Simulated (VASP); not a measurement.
# AgRh (P-6m2) in VASP: a series of runs, part 2 of 2

VASP 6.6.1. Earlier steps stand in the parts before.

## (5) Single point, LDA

This run uses another cell than the first one, of 15.10 Å³/atom.

Input file INCAR:

```
SYSTEM = AgRh
PREC = Accurate
ENCUT = 520
EDIFF = 1E-7
ISMEAR = -1
SIGMA = 0.05
LREAL = .FALSE.
LASPH = .TRUE.
NELM = 80
ALGO = Normal
ISIF = 2
LWAVE = .FALSE.
LCHARG = .FALSE.
NBANDS = 20
```

Input file KPOINTS:

```
Automatic mesh
0
G
  11 11 6
  0 0 0
```

Input file POSCAR:

```
AgRh
1.0
    2.7208868163      0.0000000000      0.0000000000
   -1.3604434081      2.3563571037      0.0000000000
    0.0000000000      0.0000000000      4.7104397215
Ag Rh
1 1
Direct
    0.0000000000      0.0000000000      0.5000000000
    0.6666666667      0.3333333333      0.0000000000
```

Potentials or basis: VASP PAW LDA potentials, release 64 (Ag, Rh_pv).

Launch:

```
> cat potpaw_LDA.64/Ag/POTCAR potpaw_LDA.64/Rh_pv/POTCAR > POTCAR
> mpirun -np 1 vasp_std > vasp.out
```

OUTCAR:

```text
SYSTEM = AgRh
   PREC = Accurate
   ENCUT = 520
   EDIFF = 1E-7
   ISMEAR = -1
   LREAL = .FALSE.
   LASPH = .TRUE.
   NELM = 80
   ISIF = 2

 ion  position               nearest neighbor table
   1  0.000  0.000  0.500-   2 2.83   2 2.83   2 2.83   2 2.83   2 2.83   2 2.83
   2  0.667  0.333  0.000-   1 2.83   1 2.83   1 2.83   1 2.83   1 2.83   1 2.83

  LATTYP: Found a hexagonal cell.
 ALAT       =     2.7208868163
 C/A-ratio  =     1.7312148720

  Lattice vectors:

 A1 = (   2.7208868163,   0.0000000000,   0.0000000000)
 A2 = (  -1.3604434081,   2.3563571037,   0.0000000000)
 A3 = (   0.0000000000,   0.0000000000,   4.7104397215)

Analysis of symmetry for initial positions (statically):
=====================================================================
 Subroutine PRICEL returns:
 Original cell was already a primitive cell.

 Routine SETGRP: Setting up the symmetry group for a
 hexagonal supercell.

 Subroutine GETGRP returns: Found 12 space group operations
 (whereof 12 operations were pure point group operations)
 out of a pool of 24 trial point group operations.

The static configuration has the point symmetry D_3h.

Analysis of symmetry for dynamics (positions and initial velocities):
=====================================================================
 Subroutine PRICEL returns:
 Original cell was already a primitive cell.

 Routine SETGRP: Setting up the symmetry group for a
 hexagonal supercell.

 Subroutine GETGRP returns: Found 12 space group operations
 (whereof 12 operations were pure point group operations)
 out of a pool of 24 trial point group operations.

The dynamic configuration has the point symmetry D_3h.

 Subroutine INISYM returns: Found 12 space group operations
 (whereof 12 operations are pure point group operations),
 and found     1 'primitive' translations

----------------------------------------------------------------------------------------

                                     Primitive cell

  volume of cell :      30.2004

  direct lattice vectors                    reciprocal lattice vectors
     2.720886816  0.000000000  0.000000000     0.367527232  0.212191946  0.000000000
    -1.360443408  2.356357104  0.000000000     0.000000000  0.424383893  0.000000000
     0.000000000  0.000000000  4.710439722     0.000000000  0.000000000  0.212294405

  length of vectors
     2.720886816  2.720886816  4.710439722     0.424383893  0.424383893  0.212294405

  position of ions in fractional coordinates (direct lattice)
     0.000000000  0.000000000  0.500000000
     0.666666667  0.333333333  0.000000000

  ion indices of the primitive-cell ions
   primitive index   ion index
                 1           1
                 2           2

----------------------------------------------------------------------------------------

 KPOINTS: Automatic mesh

Automatic generation of k-mesh.
 Grid dimensions read from file:
 generate k-points for:   11   11    6

 Generating k-lattice:

  Cartesian coordinates                     Fractional coordinates (reciprocal lattice)
     0.033411567  0.019290177  0.000000000     0.090909091  0.000000000  0.000000000
     0.000000000  0.038580354  0.000000000     0.000000000  0.090909091  0.000000000
     0.000000000  0.000000000  0.035382401     0.000000000  0.000000000  0.166666667

  Length of vectors
     0.038580354  0.038580354  0.035382401

  Shift w.r.t. Gamma in fractional coordinates (k-lattice)
     0.000000000  0.000000000  0.000000000

 Subroutine IBZKPT returns following result:
 ===========================================

 Found     64 irreducible k-points:

 Following reciprocal coordinates:
            Coordinates               Weight
  0.000000  0.000000  0.000000      1.000000
  0.090909  0.000000  0.000000      6.000000
  0.181818  0.000000  0.000000      6.000000
  0.272727  0.000000  0.000000      6.000000
  0.363636  0.000000  0.000000      6.000000
  0.454545  0.000000  0.000000      6.000000
[... 16 lines left out ...]
  0.090909  0.090909  0.166667     12.000000
  0.181818  0.090909  0.166667     24.000000
 [... further k-points ...]
   k-points           NKPTS =     64   k-points in BZ     NKDIM =     64   number of bands    NBANDS=     20
   number of dos      NEDOS =    301   number of ions     NIONS =      2
   total plane-waves  NPLWV =  14400
   dimension x,y,z NGX =    20 NGY =   20 NGZ =   36
   dimension x,y,z NGXF=    40 NGYF=   40 NGZF=   72
   ions per type =               1   1
   NGX,Y,Z   is equivalent  to a cutoff of  12.22, 12.22, 12.71 a.u.
   NGXF,Y,Z  is equivalent  to a cutoff of  24.44, 24.44, 25.41 a.u.
 SYSTEM =  AgRh
   PREC   = accura    normal or accurate (medium, high low for compatibility)
   ISTART =      0    job   : 0-new  1-cont  2-samecut
   ICHARG =      2    charge: 1-file 2-atom 10-const
   ISPIN  =      1    spin polarized calculation?
   LNONCOLLINEAR =      F non collinear calculations
   LSORBIT =      F    spin-orbit coupling
   LASPH  =      T    aspherical Exc in radial PAW
   ENCUT  =  520.0 eV  38.22 Ry    6.18 a.u.   5.06  5.06  8.76*2*pi/ulx,y,z
   NELM   =     80;   NELMIN=  2; NELMDL= -5     # of ELM steps
   EDIFF  = 0.1E-06   stopping-criterion for ELM
   LREAL  =      F    real-space projection
   EDIFFG = 0.1E-05   stopping-criterion for IOM
   NSW    =      0    number of steps for IOM
   IBRION =     -1    ionic relax: 0-MD 1-quasi-New 2-CG
   NFREE  =      0    steps in history (QN), initial steepest desc. (CG)
   ISIF   =      2    stress and relaxation
   ISYM   =      2    0-nonsym 1-usesym 2-fastsym
   POTIM  = 0.5000    time-step for ionic-motion
   TEBEG  =    0.0;   TEEND  =   0.0 temperature during run
   PSTRESS=    0.0 pullay stress
   NELECT =      26.0000    total number of electrons
   NUPDOWN=      -1.0000    fix difference up-down
   EMIN   =  10.00;   EMAX   =-10.00  energy-range for DOS
   EFERMI =   0.00;   METHOD = LEGACY
   ISMEAR =    -1;   SIGMA  =   0.05  broadening in eV -4-tet -1-fermi 0-gaus
   EFERMI_NEDOS =   21; number of points for ismear=-14 and -15
   IALGO  =     38    algorithm
   IMIX   =      4    mixing-type and parameters
     AMIX     =   0.40;   BMIX     =  1.00
     AMIX_MAG =   1.60;   BMIX_MAG =  1.00
  volume/ion in A,a.u.               =      15.10       101.90
  Fermi-wavevector in a.u.,A,eV,Ry     =   1.557381  2.943024 33.000064  2.425436
  Thomas-Fermi vector in A             =   2.661040
   LORBIT       =      0    0 simple, 1 ext, 2 COOP (PROOUT), +10 PAW based schemes
   GGA     = CA    functional components
   LHFCALC =     F    Hartree Fock is set to
   AEXX    =    0.0000 exact exchange contribution
   IVDW    =     0    specifies the selected vdW correction
   LEPSILON=     F    determine dielectric tensor
   LRPA    =     F    only Hartree local field effects (RPA)
 non-spin polarized calculation
  energy-cutoff  :      520.00
  volume of cell :       30.20
 maximum number of plane-waves:       829
   NGX = 11   NGY = 11   NGZ = 17

 number of electron      26.0000004 magnetization

 Free energy of the ion-electron system (eV)
  ---------------------------------------------------
  ext. energy  EPLUGINS =         0.00000000
  ---------------------------------------------------
  free energy    TOTEN  =       -11.91124198 eV

  energy without entropy =      -11.88753667  energy(sigma->0) =      -11.89938933

 E-fermi :   9.5430     XC(G=0): -13.5234

 val. band max:        9.5427586077   @ k =   0.0000   0.0000   0.0000
 cond. band min:       9.5661638424   @ k =   0.2727   0.0000   0.0000
 fundamental gap:      0.0234052347
 Fermi energy:         9.5430362278

 k-point     1 :       0.0000    0.0000    0.0000
  band No.  band energies     occupation
      1     -36.0187      2.00000
      2     -35.9667      2.00000
      3     -35.9667      2.00000
      4       1.8683      2.00000
      5       3.4046      2.00000
      6       5.0667      2.00000
[... 12 lines left out ...]
     19      28.5326      0.00000
     20      30.9151      0.00000

 k-point     2 :       0.0909    0.0000    0.0000
  band No.  band energies     occupation
      1     -36.0132      2.00000
      2     -36.0077      2.00000
      3     -35.9765      2.00000
      4       2.1425      2.00000
      5       3.5735      2.00000
      6       4.9491      2.00000
[... 498 lines left out ...]
 k-point    24 :       0.1818    0.0909    0.1667
  band No.  band energies     occupation
      1     -36.1988      2.00000
      2     -36.0333      2.00000
      3     -35.9861      2.00000
      4       3.5753      2.00000
      5       4.2218      2.00000
      6       4.6725      2.00000
[... 12 lines left out ...]
     19      26.6922      0.00000
     20      27.8382      0.00000

 [... further k-points ...]
[... 5 lines left out ...]
  --------------------------------------------------------------------------------------
  -------------------------------------------------------------------------------------
  Total       -1.0545284     -1.0545284     -1.3042387     -0.0000000     -0.0000000      0.0000000
  in kB      -55.9442986    -55.9442986    -69.1918004     -0.0000000     -0.0000000      0.0000000
  external PRESSURE =     -60.3601325 kB  Pullay stress =       0.0000000 kB

 VOLUME and BASIS-vectors are now :
 -----------------------------------------------------------------------------
  energy-cutoff  :      520.00
  volume of cell :       30.20
      direct lattice vectors                 reciprocal lattice vectors
     2.720886816  0.000000000  0.000000000     0.367527232  0.212191946  0.000000000
    -1.360443408  2.356357104  0.000000000     0.000000000  0.424383893  0.000000000
     0.000000000  0.000000000  4.710439722     0.000000000  0.000000000  0.212294405

 POSITION                                       TOTAL-FORCE (eV/Angst)
 -----------------------------------------------------------------------------------
      0.00000      0.00000      2.35522        -0.000000      0.000000      0.000000
      1.36044      0.78545      0.00000         0.000000     -0.000000      0.000000
 -----------------------------------------------------------------------------------
    total drift:                                0.000000     -0.000000      0.000000

  FREE ENERGIE OF THE ION-ELECTRON SYSTEM (eV)
  ---------------------------------------------------
  free  energy   TOTEN  =       -11.9112419825 eV

  energy  without entropy=      -11.8875366727  energy(sigma->0) =      -11.89938933
```

OSZICAR:

```text
N       E                     dE             d eps       ncg     rms          rms(c)
DAV:   1     0.217081821093E+03    0.21708E+03   -0.15776E+04  2568   0.141E+03
DAV:   2    -0.851645865236E+01   -0.22560E+03   -0.21939E+03  2640   0.380E+02
DAV:   3    -0.127921642525E+02   -0.42757E+01   -0.42564E+01  2904   0.591E+01
DAV:   4    -0.128163065230E+02   -0.24142E-01   -0.24140E-01  2828   0.441E+00
DAV:   5    -0.128166563678E+02   -0.34984E-03   -0.34984E-03  2920   0.550E-01    0.114E+01
DAV:   6    -0.120013450540E+02    0.81531E+00   -0.31545E+00  2756   0.209E+01    0.721E+00
DAV:   7    -0.119581256596E+02    0.43219E-01   -0.89118E-01  2700   0.945E+00    0.300E+00
DAV:   8    -0.119183543775E+02    0.39771E-01   -0.26828E-01  2696   0.579E+00    0.202E+00
DAV:   9    -0.119113570261E+02    0.69974E-02   -0.18402E-02  2868   0.133E+00    0.113E-01
DAV:  10    -0.119112568191E+02    0.10021E-03   -0.77129E-04  2800   0.191E-01    0.506E-02
DAV:  11    -0.119112420771E+02    0.14742E-04   -0.93497E-05  2892   0.100E-01    0.931E-03
DAV:  12    -0.119112419506E+02    0.12656E-06   -0.22204E-06  2880   0.175E-02    0.423E-03
DAV:  13    -0.119112419825E+02   -0.31991E-07   -0.69438E-08  1848   0.306E-03
   1 F= -.11911242E+02 E0= -.11899389E+02  d E =-.237053E-01
```

It took 20 s on 1 thread of Intel Xeon 8259CL, shared host; peak memory 0.16 GiB.

Results:

* Free energy: -11.9112 eV
* Pressure: -6.0 GPa
* Band gap on the k mesh: zero (bands 13 and 14 overlap by 1.47 eV)

Caveat: the cell stands under tension.

## (6) Single point, LDA

This run uses another cell than the first one, of 15.42 Å³/atom.

Input file INCAR:

```
SYSTEM = AgRh
PREC = Accurate
ENCUT = 520
EDIFF = 1E-6
ISMEAR = -1
SIGMA = 0.05
LREAL = .False.
LASPH = .True.
NELM = 60
ALGO = Normal
ISIF = 2
LWAVE = .False.
LCHARG = .True.
LELF = .True.
LVHAR = .True.
NBANDS = 20
```

Input file KPOINTS:

```
regular mesh
0
Gamma
  11 11 6
  0 0 0
```

Input file POSCAR:

```
AgRh
1.0
    2.7400486223      0.0000000000      0.0000000000
   -1.3700243112      2.3729517146      0.0000000000
    0.0000000000      0.0000000000      4.7436129252
Ag Rh
1 1
Direct
    0.0000000000      0.0000000000      0.5000000000
    0.6666666667      0.3333333333      0.0000000000
```

Potentials or basis: VASP PAW LDA potentials, release 64 (Ag, Rh_pv).

Launch:

```
> cat potpaw_LDA.64/Ag/POTCAR potpaw_LDA.64/Rh_pv/POTCAR > POTCAR
> mpirun -np 1 vasp_std > vasp.out
```

Run time: 20 s. Hardware: 1 thread of Intel Xeon 8259CL, shared host; peak memory 0.16 GiB.

The run converged. Its results:

- Free energy: -11.8802 eV
- Pressure: -9.6 GPa
- Band gap on the k mesh: zero (bands 13 and 14 overlap by 1.42 eV)

Stress tensor (GPa, compression positive):
```
 -9.36   0.00   0.00
  0.00  -9.36   0.00
  0.00   0.00 -10.05
```

Levels at points of the mesh, in eV from the Fermi level:
| k point | band 10 | band 11 | band 12 | band 13 | band 14 | band 15 | band 16 | band 17 |
| --- | --- | --- | --- | --- | --- | --- | --- | --- |
| (0.00, 0.00, 0.00) | -3.13 | -1.91 | -1.91 | 0.05 | 0.15 | 0.15 | 5.58 | 16.74 |
| (0.00, 0.00, 0.50) | -3.23 | -2.66 | -1.68 | -1.68 | 0.10 | 0.10 | 11.84 | 12.85 |

Caveat: the cell stands under tension.

## (7) The runs side by side

```tsv
level	potentials or basis	cell	k mesh	grid for exact exchange (PRECFOCK)	share of exact exchange	gap on the mesh (eV)	pressure (GPa)
B3LYP	VASP PAW PBE potentials, release 64 (Ag, Rh_pv)	a = 2.774, b = 2.774, c = 4.887 Å, angles 90.0, 90.0, 120.0°, 2 atoms	6 × 6 × 3	Normal	0.2	none	0.3
PBEsol-based global hybrid with 25 % exact exchange	VASP PAW PBE potentials, release 64 (Ag, Rh_pv)	a = 2.698, b = 2.698, c = 4.714 Å, angles 90.0, 90.0, 120.0°, 2 atoms	6 × 6 × 3	Normal	0.25	none	0.0
PBEsol-based global hybrid with 25 % exact exchange	VASP PAW PBE potentials, release 64 (Ag, Rh_pv)	a = 2.778, b = 2.778, c = 4.809 Å, angles 90.0, 90.0, 120.0°, 2 atoms	6 × 6 × 3	Normal	0.25	none	-12.6
LDA	VASP PAW LDA potentials, release 64 (Ag, Rh_pv)	a = 2.721, b = 2.721, c = 4.710 Å, angles 90.0, 90.0, 120.0°, 2 atoms	11 × 11 × 6	-	-	none	-6.0
LDA	VASP PAW LDA potentials, release 64 (Ag, Rh_pv)	a = 2.740, b = 2.740, c = 4.744 Å, angles 90.0, 90.0, 120.0°, 2 atoms	11 × 11 × 6	-	-	none	-9.6
```

Alike in all rows: task single point; no spin polarisation; cutoff (eV) 520; smearing fermi-dirac 0.05 eV.

Caveats: some runs use coarse meshes; the PAW data sets were made with another functional, which shifts forces and pressure a little (at least some runs); the cell stands under tension (at least some runs).

Absolute energies hang on the potentials; compare differences alone.
